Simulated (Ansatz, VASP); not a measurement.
**Two plane-wave programs on GaSb**

```
Ga Sb
1.0
     0.00046    3.11317    3.11313
     3.11339    0.00019    3.11340
     3.11317    3.11322    0.00041
Ga Sb
1 1
Direct
  0.99990 0.00047 0.99998
  0.24986 0.25049 0.24996
```

Alike in both runs: functional PBE; k mesh 5 × 5 × 5; occupations fermi-dirac, width 0.1 eV; no spin polarisation.

Ansatz relaxed the structure, and its values are those at the end. VASP's run is a single point on that final structure, the one shown.

|  | VASP | Ansatz |
| --- | --- | --- |
| version | VASP 6.6.1 | Ansatz 0.2.0 |
| potentials or method | VASP PAW PBE potentials, release 64 (Ga_d, Sb), cutoff 520 eV | PAW plane waves |
| valence electrons in the cell | 18 | 28 |

|  | VASP | Ansatz | Ansatz less VASP |
| --- | --- | --- | --- |
| gap on the k mesh at the Fermi level (eV) | none | none | - |
| pressure (GPa) | 0.1 | 0.0 | -0.07 |

A gap of «none» marks a metal or a gap that the smearing closes. The functional is the same, so the differences come from potentials, cutoffs and numerics. VASP's potentials hold 18 valence electrons a cell and Ansatz's 28, so a difference there can come from the potentials and not from the codes. Ansatz's warnings: displaced walk ended near start symmetry, relaxation start displaced.

Neither program's run includes spin-orbit coupling.
